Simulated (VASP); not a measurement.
# Ta (Fd-3m) in VASP: a series of runs

Runs on Ta. Level: RPBE. Tasks: single point, relaxation of cell and atoms.

All numbers are computed with VASP 6.6.1; they aren't measurements. Logs are shortened: lines on timing, memory, paths and dates and some standing lists are left out, and cuts for length are marked.

### 1 The cell of the first run

It takes space group Fd-3m (No. 227, cubic). The conventional cell has a = 6.322 Å, b = 6.322 Å, c = 6.322 Å, α = 90.00°, β = 90.00°, γ = 90.00°. Within 3.6 Å of Ta (site symmetry -43m) lie 4 Ta at 2.74 Å.

This isn't the form of Ta at room conditions, which is bcc.

### 2 Single point, RPBE (31.58 Å³/atom)

INCAR

```
PREC = Accurate
ENCUT = 520
EDIFF = 1E-6
ISMEAR = -1
SIGMA = 0.1
LREAL = F
LASPH = T
NELM = 60
ALGO = Normal
ISIF = 2
LWAVE = F
LCHARG = F
GGA = RP
NBANDS = 18
```

KPOINTS

```
Automatic mesh
0
Gamma
  10 10 10
```

POSCAR

```
Ta
1.0
    0.0000000000      3.1610115597      3.1610115597
    3.1610115597      0.0000000000      3.1610115597
    3.1610115597      3.1610115597      0.0000000000
Ta
2
Direct
    0.1250000000      0.1250000000      0.1250000000
    0.8750000000      0.8750000000      0.8750000000
```

Potentials or basis: VASP PAW PBE potentials, release 64 (Ta_pv).

Started as:

```console
cat potpaw_PBE.64/Ta_pv/POTCAR > POTCAR
mpirun -np 1 vasp_std > vasp.out
```

OUTCAR:

```text
PREC = Accurate
   ENCUT = 520
   EDIFF = 1E-6
   ISMEAR = -1
   LREAL = F
   LASPH = T
   NELM = 60
   ISIF = 2
   GGA = RP

 ion  position               nearest neighbor table
   1  0.125  0.125  0.125-   2 2.74   2 2.74   2 2.74   2 2.74
   2  0.875  0.875  0.875-   1 2.74   1 2.74   1 2.74   1 2.74

  LATTYP: Found a face centered cubic cell.
 ALAT       =     6.3220231194

  Lattice vectors:

 A1 = (   0.0000000000,   3.1610115597,   3.1610115597)
 A2 = (   3.1610115597,   0.0000000000,   3.1610115597)
 A3 = (   3.1610115597,   3.1610115597,   0.0000000000)

Analysis of symmetry for initial positions (statically):
=====================================================================
 Subroutine PRICEL returns:
 Original cell was already a primitive cell.

 Routine SETGRP: Setting up the symmetry group for a
 face centered cubic supercell.

 Subroutine GETGRP returns: Found 48 space group operations
 (whereof 12 operations were pure point group operations)
 out of a pool of 48 trial point group operations.

The static configuration has the point symmetry D_3d.
 The point group associated with its full space group is O_h .

Analysis of symmetry for dynamics (positions and initial velocities):
=====================================================================
 Subroutine PRICEL returns:
 Original cell was already a primitive cell.

 Routine SETGRP: Setting up the symmetry group for a
 face centered cubic supercell.

 Subroutine GETGRP returns: Found 48 space group operations
 (whereof 12 operations were pure point group operations)
 out of a pool of 48 trial point group operations.

The dynamic configuration has the point symmetry D_3d.
 The point group associated with its full space group is O_h .

 Subroutine INISYM returns: Found 48 space group operations
 (whereof 12 operations are pure point group operations),
 and found     1 'primitive' translations

----------------------------------------------------------------------------------------

                                     Primitive cell

  volume of cell :      63.1696

  direct lattice vectors                    reciprocal lattice vectors
     0.000000000  3.161011560  3.161011560    -0.158177213  0.158177213  0.158177213
     3.161011560  0.000000000  3.161011560     0.158177213 -0.158177213  0.158177213
     3.161011560  3.161011560  0.000000000     0.158177213  0.158177213 -0.158177213

  length of vectors
     4.470345419  4.470345419  4.470345419     0.273970970  0.273970970  0.273970970

  position of ions in fractional coordinates (direct lattice)
     0.125000000  0.125000000  0.125000000
     0.875000000  0.875000000  0.875000000

  ion indices of the primitive-cell ions
   primitive index   ion index
                 1           1
                 2           2

----------------------------------------------------------------------------------------

 KPOINTS: Automatic mesh

Automatic generation of k-mesh.
 Grid dimensions read from file:
 generate k-points for:   10   10   10

 Generating k-lattice:

  Cartesian coordinates                     Fractional coordinates (reciprocal lattice)
    -0.015817721  0.015817721  0.015817721     0.100000000  0.000000000  0.000000000
     0.015817721 -0.015817721  0.015817721     0.000000000  0.100000000  0.000000000
     0.015817721  0.015817721 -0.015817721     0.000000000  0.000000000  0.100000000

  Length of vectors
     0.027397097  0.027397097  0.027397097

  Shift w.r.t. Gamma in fractional coordinates (k-lattice)
     0.000000000  0.000000000  0.000000000

 Subroutine IBZKPT returns following result:
 ===========================================

 Found     47 irreducible k-points:

 Following reciprocal coordinates:
            Coordinates               Weight
  0.000000  0.000000  0.000000      1.000000
  0.100000  0.000000  0.000000      8.000000
  0.200000  0.000000  0.000000      8.000000
  0.300000  0.000000  0.000000      8.000000
  0.400000  0.000000  0.000000      8.000000
  0.500000  0.000000  0.000000      4.000000
[... 16 lines left out ...]
  0.300000  0.300000  0.000000      6.000000
  0.400000  0.300000  0.000000     24.000000
 [... further k-points ...]
   k-points           NKPTS =     47   k-points in BZ     NKDIM =     47   number of bands    NBANDS=     18
   number of dos      NEDOS =    301   number of ions     NIONS =      2
   total plane-waves  NPLWV =  46656
   dimension x,y,z NGX =    36 NGY =   36 NGZ =   36
   dimension x,y,z NGXF=    72 NGYF=   72 NGZF=   72
   ions per type =               2
   NGX,Y,Z   is equivalent  to a cutoff of  13.39, 13.39, 13.39 a.u.
   NGXF,Y,Z  is equivalent  to a cutoff of  26.78, 26.78, 26.78 a.u.
 SYSTEM =  unknown system
   PREC   = accura    normal or accurate (medium, high low for compatibility)
   ISTART =      0    job   : 0-new  1-cont  2-samecut
   ICHARG =      2    charge: 1-file 2-atom 10-const
   ISPIN  =      1    spin polarized calculation?
   LNONCOLLINEAR =      F non collinear calculations
   LSORBIT =      F    spin-orbit coupling
   LASPH  =      T    aspherical Exc in radial PAW
   ENCUT  =  520.0 eV  38.22 Ry    6.18 a.u.   8.31  8.31  8.31*2*pi/ulx,y,z
   NELM   =     60;   NELMIN=  2; NELMDL= -5     # of ELM steps
   EDIFF  = 0.1E-05   stopping-criterion for ELM
   LREAL  =      F    real-space projection
   EDIFFG = 0.1E-04   stopping-criterion for IOM
   NSW    =      0    number of steps for IOM
   IBRION =     -1    ionic relax: 0-MD 1-quasi-New 2-CG
   NFREE  =      0    steps in history (QN), initial steepest desc. (CG)
   ISIF   =      2    stress and relaxation
   ISYM   =      2    0-nonsym 1-usesym 2-fastsym
   POTIM  = 0.5000    time-step for ionic-motion
   TEBEG  =    0.0;   TEEND  =   0.0 temperature during run
   PSTRESS=    0.0 pullay stress
   NELECT =      22.0000    total number of electrons
   NUPDOWN=      -1.0000    fix difference up-down
   EMIN   =  10.00;   EMAX   =-10.00  energy-range for DOS
   EFERMI =   0.00;   METHOD = LEGACY
   ISMEAR =    -1;   SIGMA  =   0.10  broadening in eV -4-tet -1-fermi 0-gaus
   EFERMI_NEDOS =   21; number of points for ismear=-14 and -15
   IALGO  =     38    algorithm
   IMIX   =      4    mixing-type and parameters
     AMIX     =   0.40;   BMIX     =  1.00
     AMIX_MAG =   1.60;   BMIX_MAG =  1.00
  volume/ion in A,a.u.               =      31.58       213.14
  Fermi-wavevector in a.u.,A,eV,Ry     =   1.151807  2.176599 18.050291  1.326659
  Thomas-Fermi vector in A             =   2.288462
   LORBIT       =      0    0 simple, 1 ext, 2 COOP (PROOUT), +10 PAW based schemes
   GGA     = RP    functional components
   LHFCALC =     F    Hartree Fock is set to
   AEXX    =    0.0000 exact exchange contribution
   IVDW    =     0    specifies the selected vdW correction
   LEPSILON=     F    determine dielectric tensor
   LRPA    =     F    only Hartree local field effects (RPA)
 non-spin polarized calculation
  energy-cutoff  :      520.00
  volume of cell :       63.17
 maximum number of plane-waves:      1724
 NGX is ok and might be reduce to    36
   NGX = 17   NGY = 17   NGZ = 17

 number of electron      22.0000002 magnetization

 Free energy of the ion-electron system (eV)
  ---------------------------------------------------
  ext. energy  EPLUGINS =         0.00000000
  ---------------------------------------------------
  free energy    TOTEN  =       -16.94833463 eV

  energy without entropy =      -16.80512835  energy(sigma->0) =      -16.87673149

 E-fermi :   1.5560     XC(G=0):  -9.4772

 val. band max:        1.5534125300   @ k =   0.5000   0.4000   0.1000
 cond. band min:       1.5621397434   @ k =  -0.4000   0.2000   0.1000
 fundamental gap:      0.0087272134
 Fermi energy:         1.5560351593

 k-point     1 :       0.0000    0.0000    0.0000
  band No.  band energies     occupation
      1     -32.6964      2.00000
      2     -32.6964      2.00000
      3     -32.6964      2.00000
      4     -32.1069      2.00000
      5     -32.1069      2.00000
      6     -32.1069      2.00000
[... 10 lines left out ...]
     17       6.6857      0.00000
     18      10.8069      0.00000

 k-point     2 :       0.1000    0.0000    0.0000
  band No.  band energies     occupation
      1     -32.7029      2.00000
      2     -32.7029      2.00000
      3     -32.6949      2.00000
      4     -32.1095      2.00000
      5     -32.1002      2.00000
      6     -32.1002      2.00000
[... 10 lines left out ...]
     17       6.6561      0.00000
     18      10.6700      0.00000

 k-point     3 :       0.2000    0.0000    0.0000
  band No.  band energies     occupation
      1     -32.7191      2.00000
      2     -32.7191      2.00000
      3     -32.6910      2.00000
      4     -32.1161      2.00000
      5     -32.0832      2.00000
      6     -32.0832      2.00000
[... 10 lines left out ...]
     17       6.5517      0.00000
     18       9.5664      0.00000

 k-point     4 :       0.3000    0.0000    0.0000
  band No.  band energies     occupation
      1     -32.7381      2.00000
      2     -32.7381      2.00000
      3     -32.6864      2.00000
      4     -32.1240      2.00000
      5     -32.0633      2.00000
      6     -32.0633      2.00000
[... 375 lines left out ...]
      4     -32.1707      2.00000
      5     -32.0623      2.00000
      6     -32.0205      2.00000
[... 10 lines left out ...]
     17       6.8408      0.00000
     18       8.1069      0.00000

 k-point    23 :       0.3000    0.3000    0.0000
  band No.  band energies     occupation
      1     -32.7821      2.00000
      2     -32.7821      2.00000
      3     -32.5802      2.00000
      4     -32.2351      2.00000
      5     -32.0175      2.00000
      6     -32.0175      2.00000
[... 10 lines left out ...]
     17       6.8614      0.00000
     18       8.3423      0.00000

 k-point    24 :       0.4000    0.3000    0.0000
  band No.  band energies     occupation
      1     -32.8006      2.00000
      2     -32.7958      2.00000
      3     -32.5446      2.00000
      4     -32.2725      2.00000
      5     -32.0030      2.00000
      6     -31.9989      2.00000
[... 10 lines left out ...]
     17       6.7543      0.00000
     18       7.3662      0.00000

 [... further k-points ...]

------------------------ aborting loop because EDIFF is reached ----------------------------------------

  FORCE on cell =-STRESS in cart. coord.  units (eV):
  Direction    XX          YY          ZZ          XY          YZ          ZX
  --------------------------------------------------------------------------------------
  -------------------------------------------------------------------------------------
  Total       -1.7601288     -1.7601288     -1.7601288      0.0000000     -0.0000000      0.0000000
  in kB      -44.6423218    -44.6423218    -44.6423218      0.0000000     -0.0000000      0.0000000
  external PRESSURE =     -44.6423218 kB  Pullay stress =       0.0000000 kB

 VOLUME and BASIS-vectors are now :
 -----------------------------------------------------------------------------
  energy-cutoff  :      520.00
  volume of cell :       63.17
      direct lattice vectors                 reciprocal lattice vectors
     0.000000000  3.161011560  3.161011560    -0.158177213  0.158177213  0.158177213
     3.161011560  0.000000000  3.161011560     0.158177213 -0.158177213  0.158177213
     3.161011560  3.161011560  0.000000000     0.158177213  0.158177213 -0.158177213

 POSITION                                       TOTAL-FORCE (eV/Angst)
 -----------------------------------------------------------------------------------
      0.79025      0.79025      0.79025         0.000000      0.000000      0.000000
      5.53177      5.53177      5.53177        -0.000000     -0.000000     -0.000000
 -----------------------------------------------------------------------------------
    total drift:                                0.000000      0.000000      0.000000

  FREE ENERGIE OF THE ION-ELECTRON SYSTEM (eV)
  ---------------------------------------------------
  free  energy   TOTEN  =       -16.9483346347 eV

  energy  without entropy=      -16.8051283502  energy(sigma->0) =      -16.87673149
```

Wall time 63 s (1 thread of Intel Xeon 8259CL, shared host); peak memory 0.22 GiB.

What came out:

- Free energy: -16.9483 eV
- Pressure: -4.5 GPa
- Band gap on the k mesh: zero (bands 11 and 12 overlap by 0.73 eV)

Caveat: the cell stands under tension; the PAW data sets were made with another functional, which shifts forces and pressure a little; spin-orbit coupling is left out, which moves the levels of the heavy elements.

### 3 Single point, RPBE (32.75 Å³/atom)

This run uses another cell than the first one, of 32.75 Å³/atom.

INCAR

```
SYSTEM = Ta
ALGO = Normal
EDIFF = 1E-6
ENCUT = 520
GGA = RP
ISIF = 2
ISMEAR = -1
LASPH = .TRUE.
LCHARG = .TRUE.
LELF = .TRUE.
LREAL = .FALSE.
LVHAR = .TRUE.
LWAVE = .FALSE.
NBANDS = 18
NELM = 80
PREC = Accurate
SIGMA = 0.1
```

KPOINTS

```
k-points
0
G
  10 10 10
  0 0 0
```

POSCAR

```
Ta
1.0
    0.0000000000      3.1995642808      3.1995642808
    3.1995642808      0.0000000000      3.1995642808
    3.1995642808      3.1995642808      0.0000000000
Ta
2
Direct
    0.1250000000      0.1250000000      0.1250000000
    0.8750000000      0.8750000000      0.8750000000
```

Potentials or basis: VASP PAW PBE potentials, release 64 (Ta_pv).

Started as:

```console
cat potpaw_PBE.64/Ta_pv/POTCAR > POTCAR
mpirun -np 1 vasp_std > vasp.out
```

It took 65 s on 1 thread of Intel Xeon 8259CL, shared host; peak memory 0.22 GiB.

It converged, with:

```yaml
Free_energy: -16.8711 eV
Pressure: -6.2 GPa
Band_gap_on_the_k_mesh: zero (bands 11 and 12 overlap by 0.71 eV)
```

Levels at points of the mesh, in eV from the Fermi level:
| k point | band 8 | band 9 | band 10 | band 11 | band 12 | band 13 | band 14 | band 15 |
| --- | --- | --- | --- | --- | --- | --- | --- | --- |
| (0.00, 0.00, 0.00) | -0.68 | -0.68 | -0.31 | -0.31 | -0.31 | 1.75 | 1.75 | 1.75 |
| (0.50, 0.00, 0.00) | -0.84 | -0.58 | -0.58 | -0.43 | -0.29 | -0.29 | 2.68 | 2.68 |
| (0.50, 0.50, 0.00) | -1.54 | -1.30 | -1.30 | -0.19 | -0.19 | 1.68 | 1.68 | 3.68 |

Caveat: the cell stands under tension; the PAW data sets were made with another functional, which shifts forces and pressure a little; spin-orbit coupling is left out, which moves the levels of the heavy elements.

### 4 Relaxation of cell and atoms, RPBE

This run uses another cell than the first one, of 24.39 Å³/atom.

INCAR

```
SYSTEM = Ta
ALGO     = Normal         ! electronic algorithm
EDIFF    = 1E-6           ! SCF threshold, eV
EDIFFG   = -0.01          ! ionic threshold
ENCUT    = 600            ! plane-wave cutoff, eV
GGA      = RP             ! functional
IBRION   = 2              ! ionic algorithm
ISIF     = 3              ! what is computed and relaxed
ISMEAR   = -1             ! smearing method
LASPH    = .True.         ! aspherical terms in the spheres
LCHARG   = .False.        ! write CHGCAR
LREAL    = .False.        ! projectors in reciprocal space
LWAVE    = .False.        ! write WAVECAR
NELM     = 60             ! most SCF steps
NSW      = 80             ! ionic steps
PREC     = Accurate       ! precision mode
SIGMA    = 0.1            ! smearing width, eV
```

KPOINTS

```
k-points
0
Gamma
  9 9 9
  0 0 0
```

POSCAR

```
Ta
1.0
    0.0000000000      2.8998653517      2.8998653517
    2.8998653517      0.0000000000      2.8998653517
    2.8998653517      2.8998653517      0.0000000000
Ta
2
Direct
    0.1250000000      0.1250000000      0.1250000000
    0.8750000000      0.8750000000      0.8750000000
```

Started as:

```console
cat potpaw_PBE.64/Ta_pv/POTCAR > POTCAR
mpirun -np 1 vasp_std > vasp.out
```

It took 2.3 min on 1 thread of Intel Xeon 8259CL, shared host; peak memory 0.22 GiB.

It converged, with:

- Free energy: -17.0153 eV
- Relaxed volume: 29.24 Å³/atom
- Relaxed cell: a = 4.357 Å, b = 4.357 Å, c = 4.357 Å, α = 60.00°, β = 60.00°, γ = 60.00°
- Space group after relaxing (to 0.1 Å): Fd-3m (No. 227)
- Energy gained by relaxing: 217.4 meV/atom
- Ionic steps: 4
- Pressure after relaxing: 0.0 GPa
- Band gap on the k mesh: zero (bands 11 and 12 overlap by 0.68 eV)

The path:
```csv
step,energy change (eV),largest force (eV/Å),pressure (GPa),volume (Å³)
1,0.0000,0.0000,16.29,48.77
2,-0.1579,0.0000,-7.90,68.46
3,-0.4347,0.0000,-0.20,58.69
4,-0.4348,0.0000,0.05,58.48
```

Final structure:
```
Ta
1.0
     0.00000    3.08070    3.08070
     3.08070    0.00000    3.08070
     3.08070    3.08070    0.00000
Ta
2
Direct
  0.12500 0.12500 0.12500
  0.87500 0.87500 0.87500
```

Levels at points of the mesh, in eV from the Fermi level:
| k point | band 8 | band 9 | band 10 | band 11 | band 12 | band 13 | band 14 | band 15 |
| --- | --- | --- | --- | --- | --- | --- | --- | --- |
| (0.00, 0.00, 0.00) | -0.89 | -0.89 | -0.30 | -0.30 | -0.30 | 1.96 | 1.96 | 1.96 |

Caveat: the volume moved by over 15 % at a fixed basis, so the end points are rough; the PAW data sets were made with another functional, which shifts forces and pressure a little; spin-orbit coupling is left out, which moves the levels of the heavy elements.

[end of part 1 of 2]
